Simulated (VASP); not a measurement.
# Ge (I4_1/amd) in VASP: notebook, part 2 of 2

VASP 6.6.1. The steps go on from the part before.

### Step 3. Single point, PBE (strain -0.025 along x and y, +0.000 along z)

INCAR

```
SYSTEM = Ge
PREC = Accurate ; ENCUT = 520
EDIFF = 1E-6 ; ISMEAR = 0
SIGMA = 0.15 ; LREAL = .False.
LASPH = .True. ; NELM = 60
ALGO = Normal ; ISIF = 2
LWAVE = .False. ; LCHARG = .False.
GGA = PE ; NBANDS = 21
```

KPOINTS

```
Automatic mesh
0
Gamma
  14 14 14
  0 0 0
```

POSCAR

```
Ge
1.0
    0.0000000000      2.7580507500      2.8287700000
    2.7580507500      0.0000000000      2.8287700000
    2.7580507500      2.7580507500      0.0000000000
Ge
2
Direct
    0.5000000000      0.5000000000      0.5000000000
    0.7500000000      0.7500000000      0.7500000000
```

Potentials or basis: VASP PAW PBE potentials, release 64 (Ge_d).

On the command line:

```console
$ cat potpaw_PBE.64/Ge_d/POTCAR > POTCAR
$ mpirun -np 1 vasp_std > vasp.out
```

OUTCAR:

```text
SYSTEM = Ge
   PREC = Accurate
   ENCUT = 520
   EDIFF = 1E-6
   ISMEAR = 0
   LREAL = .False.
   LASPH = .True.
   NELM = 60
   ISIF = 2
   GGA = PE

 ion  position               nearest neighbor table
   1  0.500  0.500  0.500-   2 2.41   2 2.41   2 2.41   2 2.41
   2  0.750  0.750  0.750-   1 2.41   1 2.41   1 2.41   1 2.41

  LATTYP: Found a body centered tetragonal cell.
 ALAT       =     3.9004727764
 C/A-ratio  =     1.4504754486

  Lattice vectors:

 A1 = (  -2.7580507500,   0.0000000000,   2.8287700000)
 A2 = (   2.7580507500,   0.0000000000,   2.8287700000)
 A3 = (   0.0000000000,   2.7580507500,  -2.8287700000)

Analysis of symmetry for initial positions (statically):
=====================================================================
 Subroutine PRICEL returns:
 Original cell was already a primitive cell.

 Routine SETGRP: Setting up the symmetry group for a
 body centered tetragonal supercell.

 Subroutine GETGRP returns: Found 16 space group operations
 (whereof  8 operations were pure point group operations)
 out of a pool of 16 trial point group operations.

The static configuration has the point symmetry D_2d.
 The point group associated with its full space group is D_4h.

Analysis of symmetry for dynamics (positions and initial velocities):
=====================================================================
 Subroutine PRICEL returns:
 Original cell was already a primitive cell.

 Routine SETGRP: Setting up the symmetry group for a
 body centered tetragonal supercell.

 Subroutine GETGRP returns: Found 16 space group operations
 (whereof  8 operations were pure point group operations)
 out of a pool of 16 trial point group operations.

The dynamic configuration has the point symmetry D_2d.
 The point group associated with its full space group is D_4h.

 Subroutine INISYM returns: Found 16 space group operations
 (whereof  8 operations are pure point group operations),
 and found     1 'primitive' translations

----------------------------------------------------------------------------------------

                                     Primitive cell

  volume of cell :      43.0360

  direct lattice vectors                    reciprocal lattice vectors
     0.000000000  2.758050750  2.828770000    -0.181287455  0.181287455  0.176755268
     2.758050750  0.000000000  2.828770000     0.181287455 -0.181287455  0.176755268
     2.758050750  2.758050750  0.000000000     0.181287455  0.181287455 -0.176755268

  length of vectors
     3.950795319  3.950795319  3.900472776     0.311404411  0.311404411  0.311404411

  position of ions in fractional coordinates (direct lattice)
     0.500000000  0.500000000  0.500000000
     0.750000000  0.750000000  0.750000000

  ion indices of the primitive-cell ions
   primitive index   ion index
                 1           1
                 2           2

----------------------------------------------------------------------------------------

 KPOINTS: Automatic mesh

Automatic generation of k-mesh.
 Grid dimensions read from file:
 generate k-points for:   14   14   14

 Generating k-lattice:

  Cartesian coordinates                     Fractional coordinates (reciprocal lattice)
    -0.012949104  0.012949104  0.012625376     0.071428571  0.000000000  0.000000000
     0.012949104 -0.012949104  0.012625376     0.000000000  0.071428571  0.000000000
     0.012949104  0.012949104 -0.012625376     0.000000000  0.000000000  0.071428571

  Length of vectors
     0.022243172  0.022243172  0.022243172

  Shift w.r.t. Gamma in fractional coordinates (k-lattice)
     0.000000000  0.000000000  0.000000000

 Subroutine IBZKPT returns following result:
 ===========================================

 Found    244 irreducible k-points:

 Following reciprocal coordinates:
            Coordinates               Weight
  0.000000  0.000000  0.000000      1.000000
  0.071429  0.000000  0.000000      8.000000
  0.142857  0.000000  0.000000      8.000000
  0.214286  0.000000  0.000000      8.000000
  0.285714  0.000000  0.000000      8.000000
  0.357143  0.000000  0.000000      8.000000
[... 16 lines left out ...]
  0.214286  0.142857  0.000000      8.000000
  0.285714  0.142857  0.000000      8.000000
 [... further k-points ...]
   k-points           NKPTS =    244   k-points in BZ     NKDIM =    244   number of bands    NBANDS=     21
   number of dos      NEDOS =    301   number of ions     NIONS =      2
   total plane-waves  NPLWV =  27000
   dimension x,y,z NGX =    30 NGY =   30 NGZ =   30
   dimension x,y,z NGXF=    60 NGYF=   60 NGZF=   60
   ions per type =               2
   NGX,Y,Z   is equivalent  to a cutoff of  12.62, 12.62, 12.79 a.u.
   NGXF,Y,Z  is equivalent  to a cutoff of  25.25, 25.25, 25.57 a.u.
 SYSTEM =  Ge
   PREC   = accura    normal or accurate (medium, high low for compatibility)
   ISTART =      0    job   : 0-new  1-cont  2-samecut
   ICHARG =      2    charge: 1-file 2-atom 10-const
   ISPIN  =      1    spin polarized calculation?
   LNONCOLLINEAR =      F non collinear calculations
   LSORBIT =      F    spin-orbit coupling
   LASPH  =      T    aspherical Exc in radial PAW
   ENCUT  =  520.0 eV  38.22 Ry    6.18 a.u.   7.35  7.35  7.25*2*pi/ulx,y,z
   NELM   =     60;   NELMIN=  2; NELMDL= -5     # of ELM steps
   EDIFF  = 0.1E-05   stopping-criterion for ELM
   LREAL  =      F    real-space projection
   EDIFFG = 0.1E-04   stopping-criterion for IOM
   NSW    =      0    number of steps for IOM
   IBRION =     -1    ionic relax: 0-MD 1-quasi-New 2-CG
   NFREE  =      0    steps in history (QN), initial steepest desc. (CG)
   ISIF   =      2    stress and relaxation
   ISYM   =      2    0-nonsym 1-usesym 2-fastsym
   POTIM  = 0.5000    time-step for ionic-motion
   TEBEG  =    0.0;   TEEND  =   0.0 temperature during run
   PSTRESS=    0.0 pullay stress
   NELECT =      28.0000    total number of electrons
   NUPDOWN=      -1.0000    fix difference up-down
   EMIN   =  10.00;   EMAX   =-10.00  energy-range for DOS
   EFERMI =   0.00;   METHOD = LEGACY
   ISMEAR =     0;   SIGMA  =   0.15  broadening in eV -4-tet -1-fermi 0-gaus
   EFERMI_NEDOS =   21; number of points for ismear=-14 and -15
   IALGO  =     38    algorithm
   IMIX   =      4    mixing-type and parameters
     AMIX     =   0.40;   BMIX     =  1.00
     AMIX_MAG =   1.60;   BMIX_MAG =  1.00
  volume/ion in A,a.u.               =      21.52       145.21
  Fermi-wavevector in a.u.,A,eV,Ry     =   1.418568  2.680705 27.379478  2.012335
  Thomas-Fermi vector in A             =   2.539680
   LORBIT       =      0    0 simple, 1 ext, 2 COOP (PROOUT), +10 PAW based schemes
   GGA     = PE    functional components
   LHFCALC =     F    Hartree Fock is set to
   AEXX    =    0.0000 exact exchange contribution
   IVDW    =     0    specifies the selected vdW correction
   LEPSILON=     F    determine dielectric tensor
   LRPA    =     F    only Hartree local field effects (RPA)
 non-spin polarized calculation
 Gauss-broadening in eV      SIGMA  =   0.15
  energy-cutoff  :      520.00
  volume of cell :       43.04
 maximum number of plane-waves:      1180
 NGX is ok and might be reduce to    30
   NGX = 15   NGY = 15   NGZ = 15

 number of electron      27.9999997 magnetization

 Free energy of the ion-electron system (eV)
  ---------------------------------------------------
  ext. energy  EPLUGINS =         0.00000000
  ---------------------------------------------------
  free energy    TOTEN  =        -8.92562445 eV

  energy without entropy =       -8.92545371  energy(sigma->0) =       -8.92553908

 E-fermi :   5.6729     XC(G=0): -10.1694

 val. band max:        5.5714787108   @ k =   0.0000   0.0000   0.0000
 cond. band min:       5.8324445955   @ k =   0.5000   0.0000   0.0000
 fundamental gap:      0.2609658846
 Fermi energy:         5.6728899915

 k-point     1 :       0.0000    0.0000    0.0000
  band No.  band energies     occupation
      1     -19.3957      2.00000
      2     -19.3957      2.00000
      3     -19.3884      2.00000
      4     -19.3546      2.00000
      5     -19.3513      2.00000
      6     -19.1214      2.00000
[... 13 lines left out ...]
     20      14.8369      0.00000
     21      15.3887      0.00000
[... 529 lines left out ...]
 k-point    24 :       0.2857    0.1429    0.0000
  band No.  band energies     occupation
      1     -19.4225      2.00000
      2     -19.4156      2.00000
      3     -19.3904      2.00000
      4     -19.3195      2.00000
      5     -19.2891      2.00000
      6     -19.1926      2.00000
[... 13 lines left out ...]
     20      15.0135      0.00000
     21      15.5242      0.00000

 [... further k-points ...]

------------------------ aborting loop because EDIFF is reached ----------------------------------------

  FORCE on cell =-STRESS in cart. coord.  units (eV):
  Direction    XX          YY          ZZ          XY          YZ          ZX
  --------------------------------------------------------------------------------------
  -------------------------------------------------------------------------------------
  Total        2.3011529      2.3011529      1.7759252      0.0000000     -0.0000000      0.0000000
  in kB       85.6690447     85.6690447     66.1154742      0.0000000     -0.0000000      0.0000000
  external PRESSURE =      79.1511879 kB  Pullay stress =       0.0000000 kB

 VOLUME and BASIS-vectors are now :
 -----------------------------------------------------------------------------
  energy-cutoff  :      520.00
  volume of cell :       43.04
      direct lattice vectors                 reciprocal lattice vectors
     0.000000000  2.758050750  2.828770000    -0.181287455  0.181287455  0.176755268
     2.758050750  0.000000000  2.828770000     0.181287455 -0.181287455  0.176755268
     2.758050750  2.758050750  0.000000000     0.181287455  0.181287455 -0.176755268

 POSITION                                       TOTAL-FORCE (eV/Angst)
 -----------------------------------------------------------------------------------
      2.75805      2.75805      2.82877         0.000000     -0.000000     -0.000000
      4.13708      4.13708      4.24315        -0.000000      0.000000      0.000000
 -----------------------------------------------------------------------------------
    total drift:                                0.000000     -0.000000      0.000000

  FREE ENERGIE OF THE ION-ELECTRON SYSTEM (eV)
  ---------------------------------------------------
  free  energy   TOTEN  =        -8.9256244536 eV

  energy  without entropy=       -8.9254537122  energy(sigma->0) =       -8.92553908
```

OSZICAR:

```text
N       E                     dE             d eps       ncg     rms          rms(c)
DAV:   1     0.190761210212E+03    0.19076E+03   -0.14554E+04 11515   0.372E+03
DAV:   2     0.182650295765E+02   -0.17250E+03   -0.16688E+03 10298   0.613E+02
DAV:   3    -0.816104913427E+01   -0.26426E+02   -0.26257E+02 11786   0.142E+02
DAV:   4    -0.901625016516E+01   -0.85520E+00   -0.85480E+00 11528   0.301E+01
DAV:   5    -0.902982550649E+01   -0.13575E-01   -0.13575E-01 11773   0.417E+00    0.343E+00
DAV:   6    -0.895976824390E+01    0.70057E-01   -0.24411E-02 11655   0.138E+00    0.203E+00
DAV:   7    -0.892374102303E+01    0.36027E-01   -0.54927E-02 12343   0.196E+00    0.149E-01
DAV:   8    -0.892542921008E+01   -0.16882E-02   -0.56420E-03 11593   0.820E-01    0.440E-02
DAV:   9    -0.892561684671E+01   -0.18764E-03   -0.23665E-04 11503   0.153E-01    0.142E-02
DAV:  10    -0.892562272398E+01   -0.58773E-05   -0.18304E-05 12835   0.553E-02    0.642E-03
DAV:  11    -0.892562424964E+01   -0.15257E-05   -0.38862E-06  9276   0.219E-02    0.205E-03
DAV:  12    -0.892562445365E+01   -0.20401E-06   -0.26434E-07  8092   0.408E-03
   1 F= -.89256245E+01 E0= -.89255391E+01  d E =-.170741E-03
```

It took 1.7 min on 1 thread of Intel Xeon 6975P-C (Granite Rapids), shared host; peak memory 0.29 GiB.

What came out:

| Item | Value |
| --- | --- |
| Free energy | -8.9256 eV |
| Pressure | 7.9 GPa |
| Band gap on the k mesh | 0.26 eV (least direct gap 0.43 eV) |

Stress tensor (GPa, compression positive):
```
8.57 0.00 0.00
0.00 8.57 0.00
0.00 0.00 6.61
```

Caveat: the cell differs from its parent crystal (strain -0.025 along x and y, +0.000 along z); the cell stands under pressure.

### Step 4. Single point, PBE (strain -0.025 along x and y, +0.025 along z)

INCAR

```
PREC = Accurate ; ENCUT = 520
EDIFF = 1E-6 ; ISMEAR = 0
SIGMA = 0.15 ; LREAL = F
LASPH = T ; NELM = 80
ALGO = Normal ; ISIF = 2
LWAVE = F ; LCHARG = F
GGA = PE ; NBANDS = 21
```

KPOINTS

```
Automatic mesh
0
Gamma
  14 14 14
```

POSCAR

```
Ge
1.0
    0.0000000000      2.7580507500      2.8994892500
    2.7580507500      0.0000000000      2.8994892500
    2.7580507500      2.7580507500      0.0000000000
Ge
2
Direct
    0.5000000000      0.5000000000      0.5000000000
    0.7500000000      0.7500000000      0.7500000000
```

Potentials or basis: VASP PAW PBE potentials, release 64 (Ge_d).

On the command line:

```console
$ cat potpaw_PBE.64/Ge_d/POTCAR > POTCAR
$ mpirun -np 1 vasp_std > vasp.out
```

OUTCAR:

```text
PREC = Accurate
   ENCUT = 520
   EDIFF = 1E-6
   ISMEAR = 0
   LREAL = F
   LASPH = T
   NELM = 80
   ISIF = 2
   GGA = PE

 ion  position               nearest neighbor table
   1  0.500  0.500  0.500-   2 2.43   2 2.43   2 2.43   2 2.43
   2  0.750  0.750  0.750-   1 2.43   1 2.43   1 2.43   1 2.43

  LATTYP: Found a body centered tetragonal cell.
 ALAT       =     3.9004727764
 C/A-ratio  =     1.4867373348

  Lattice vectors:

[... 763 lines left out ...]

 [... further k-points ...]

------------------------ aborting loop because EDIFF is reached ----------------------------------------

  FORCE on cell =-STRESS in cart. coord.  units (eV):
  Direction    XX          YY          ZZ          XY          YZ          ZX
  --------------------------------------------------------------------------------------
  -------------------------------------------------------------------------------------
  Total        1.9241621      1.9241621      0.8417390      0.0000000      0.0000000      0.0000000
  in kB       69.8869736     69.8869736     30.5725761      0.0000000      0.0000000      0.0000000
  external PRESSURE =      56.7821744 kB  Pullay stress =       0.0000000 kB

 VOLUME and BASIS-vectors are now :
 -----------------------------------------------------------------------------
  energy-cutoff  :      520.00
  volume of cell :       44.11
      direct lattice vectors                 reciprocal lattice vectors
     0.000000000  2.758050750  2.899489250    -0.181287455  0.181287455  0.172444164
     2.758050750  0.000000000  2.899489250     0.181287455 -0.181287455  0.172444164
     2.758050750  2.758050750  0.000000000     0.181287455  0.181287455 -0.172444164

 POSITION                                       TOTAL-FORCE (eV/Angst)
 -----------------------------------------------------------------------------------
      2.75805      2.75805      2.89949         0.000000      0.000000      0.000000
      4.13708      4.13708      4.34923        -0.000000     -0.000000     -0.000000
 -----------------------------------------------------------------------------------
    total drift:                                0.000000     -0.000000      0.000000

  FREE ENERGIE OF THE ION-ELECTRON SYSTEM (eV)
  ---------------------------------------------------
  free  energy   TOTEN  =        -8.9582952583 eV

  energy  without entropy=       -8.9577499190  energy(sigma->0) =       -8.95802259
```

OSZICAR:

```text
N       E                     dE             d eps       ncg     rms          rms(c)
DAV:   1     0.192117996965E+03    0.19212E+03   -0.14638E+04 11511   0.366E+03
DAV:   2     0.186576482859E+02   -0.17346E+03   -0.16811E+03 10293   0.621E+02
DAV:   3    -0.814806923486E+01   -0.26806E+02   -0.26628E+02 11838   0.143E+02
DAV:   4    -0.903947760309E+01   -0.89141E+00   -0.89095E+00 11588   0.307E+01
DAV:   5    -0.905379523337E+01   -0.14318E-01   -0.14317E-01 11708   0.429E+00    0.331E+00
DAV:   6    -0.898969306293E+01    0.64102E-01   -0.23141E-02 11678   0.142E+00    0.196E+00
DAV:   7    -0.895642921564E+01    0.33264E-01   -0.51538E-02 11795   0.198E+00    0.147E-01
DAV:   8    -0.895809236515E+01   -0.16631E-02   -0.57974E-03 11623   0.891E-01    0.438E-02
DAV:   9    -0.895828418233E+01   -0.19182E-03   -0.23796E-04 11558   0.162E-01    0.141E-02
DAV:  10    -0.895829337019E+01   -0.91879E-05   -0.23887E-05 12269   0.616E-02    0.622E-03
DAV:  11    -0.895829507771E+01   -0.17075E-05   -0.44959E-06  9366   0.264E-02    0.212E-03
DAV:  12    -0.895829525831E+01   -0.18059E-06   -0.28167E-07  8133   0.560E-03
   1 F= -.89582953E+01 E0= -.89580226E+01  d E =-.545339E-03
```

Wall time 89 s (1 thread of Intel Xeon 6975P-C (Granite Rapids), shared host); peak memory 0.29 GiB.

Results:

- Free energy: -8.9583 eV
- Pressure: 5.7 GPa
- Band gap on the k mesh: 0.07 eV (least direct gap 0.11 eV)

Caveat: the cell differs from its parent crystal (strain -0.025 along x and y, +0.025 along z); the cell stands under pressure. A k mesh can miss the band edges.

### Step 5. The runs side by side

```csv
cell,gap on the mesh (eV),pressure (GPa)
"a = 3.851, b = 3.851, c = 3.900 Å, angles 59.6, 59.6, 60.9°, 2 atoms",0.11,13.3
"a = 3.951, b = 3.951, c = 3.900 Å, angles 60.4, 60.4, 59.2°, 2 atoms",0.26,7.9
"a = 4.002, b = 4.002, c = 3.900 Å, angles 60.8, 60.8, 58.3°, 2 atoms",0.07,5.7
```

Alike in all rows: task single point; level PBE; potentials or basis VASP PAW PBE potentials, release 64 (Ge_d); no spin polarisation; k mesh 14 × 14 × 14; cutoff (eV) 520; smearing gaussian 0.15 eV.

Caveats: the cell stands under pressure.

Absolute energies hang on the potentials; compare differences alone.
